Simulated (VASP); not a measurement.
Runs of VASP 6.6.1 on Zn. The structure is that of space group Im-3m (No. 229), or close to it. The cells are those of the table. 

```tsv
task	level	potentials or basis	cell	k mesh	cutoff (eV)	smearing	gap on the mesh (eV)	pressure (GPa)	relaxed volume (Å³/atom)
single point	PBEsol	VASP PAW PBE potentials, release 64 (Zn)	a = 2.718 Å, angles 109.5°, 1 atom	10 × 10 × 10	520	fermi-dirac 0.05 eV	none	-4.8	-
single point	PBE	VASP PAW PBE potentials, release 64 (Zn)	a = 2.718 Å, angles 109.5°, 1 atom	12 × 12 × 12	520	gaussian 0.019 eV	none	0.1	-
relaxation of cell and atoms	PBEsol	VASP PAW PBE potentials, release 64 (Zn)	relaxed to 20 GPa from a = 2.718 Å, angles 109.5°, 1 atom	12 × 12 × 12	600	fermi-dirac 0.05 eV	none	20.0	-
single point	RPBE	VASP PAW PBE potentials, release 64 (Zn)	a = 2.718 Å, angles 109.5°, 1 atom	12 × 12 × 12	500	gaussian 0.1 eV	none	2.8	-
relaxation of cell and atoms	RPBE+D4	VASP PAW PBE potentials, release 64 (Zn)	relaxed from a = 2.718 Å, angles 109.5°, 1 atom	12 × 12 × 12	600	fermi-dirac 0.05 eV	none	0.0	14.66
single point	LDA	VASP PAW LDA potentials, release 64 (Zn)	a = 2.736 Å, angles 109.5°, 1 atom	12 × 12 × 12	520	fermi-dirac 0.05 eV	none	-8.8	-
relaxation of cell and atoms	PBEsol	VASP PAW PBE potentials, release 64 (Zn)	relaxed to 30 GPa from a = 2.718 Å, angles 109.5°, 1 atom	12 × 12 × 12	600	fermi-dirac 0.05 eV	none	30.1	-
relaxation of cell and atoms	PBEsol+D4	VASP PAW PBE potentials, release 64 (Zn)	relaxed from a = 2.718 Å, angles 109.5°, 1 atom	12 × 12 × 12	600	fermi-dirac 0.05 eV	none	0.0	(b)
single point	PBE	VASP PAW PBE potentials, release 64 (Zn)	a = 2.718 Å, angles 109.5°, 1 atom	12 × 12 × 12	520	gaussian 0.014 eV	none	0.1	-
single point	PBE	VASP PAW PBE potentials, release 64 (Zn)	a = 2.718 Å, angles 109.5°, 1 atom	12 × 12 × 12	520	gaussian 0.015 eV	none	0.1	-
single point	PBEsol	VASP PAW PBE potentials, release 64 (Zn)	a = 2.601 Å, angles 109.5°, 1 atom	12 × 12 × 12	520	fermi-dirac 0.05 eV	none	5.5	-
relaxation of cell and atoms	PBE+D4	VASP PAW PBE potentials, release 64 (Zn)	relaxed from a = 2.718 Å, angles 109.5°, 1 atom	12 × 12 × 12	600	fermi-dirac 0.05 eV	none	0.0	(a)
```

Alike in all rows: no spin polarisation.

Task: Estimate the missing entries.

Result: (a) 14.67; (b) 13.97.

Caveats: the PAW data sets were made with another functional, which shifts forces and pressure a little (some runs); pairwise dispersion overbinds metals, which lowers pressure and volume (some runs); the cell is relaxed towards a set pressure, so the enthalpy falls and the energy may rise (some runs); the volume moved by over 15 % at a fixed basis, so the end points are rough (some runs).

A gap of «none» marks levels without a gap at the run's occupations.
